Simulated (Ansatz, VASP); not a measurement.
## Two plane-wave programs on In3Se

INCAR

```
ALGO = Normal
EDIFF = 1E-6
ENCUT = 520
GGA = PE
ISIF = 2
ISMEAR = 0
LASPH = T
LCHARG = T
LELF = T
LREAL = F
LVHAR = T
LWAVE = F
NBANDS = 30
NELM = 60
PREC = Accurate
SIGMA = 0.1
```

Contents of KPOINTS:

```
k-points
0
Gamma
  8 8 8
```

POSCAR

```
In3Se
1.0
    4.9959790503      0.0000000000      0.0000000000
    0.0000000000      4.9959790503      0.0000000000
    0.0000000000      0.0000000000      4.9959790503
In Se
3 1
Direct
    0.0000000000      0.5000000000      0.5000000000
    0.5000000000      0.0000000000      0.5000000000
    0.5000000000      0.5000000000      0.0000000000
    0.0000000000      0.0000000000      0.0000000000
```

Input for Ansatz:

```yaml
crystal:
  lattice:
    - [4.9959790503, 0.0, 0.0]
    - [0.0, 4.9959790503, 0.0]
    - [0.0, 0.0, 4.9959790503]
  atoms:
    - { symbol: In, position: [0.0, 0.5, 0.5] }
    - { symbol: In, position: [0.5, 0.0, 0.5] }
    - { symbol: In, position: [0.5, 0.5, 0.0] }
    - { symbol: Se, position: [0.0, 0.0, 0.0] }
basis:
  ecutwfc: 420
kpoints:
  mp_grid: { grid: [8, 8, 8] }
hamiltonian:
  xc: pbe
scf:
  occupations: { method: gaussian, width: 0.1 }
output:
  forces: true
  stress: true
  eigenvalues: true
  populations: true
```

Alike in both runs: task single point; functional PBE; k mesh 8 × 8 × 8; occupations gaussian, width 0.1 eV; no spin polarisation.

|  | VASP | Ansatz |
| --- | --- | --- |
| version | VASP 6.6.1 | Ansatz 0.2.0 |
| potentials or method | VASP PAW PBE potentials, release 64 (In_d, Se), cutoff 520 eV | scalar-relativistic, plane waves, PAW |
| valence electrons in the cell | 45 | 55 |

|  | VASP | Ansatz | Ansatz less VASP |
| --- | --- | --- | --- |
| gap on the k mesh at the Fermi level (eV) | none | none | - |
| pressure (GPa) | -3.2 | -3.2 | +0.02 |

A gap of «none» marks a metal or a gap that the smearing closes. VASP's potentials hold 45 valence electrons a cell and Ansatz's 55, so a difference there can come from the potentials and not from the codes.
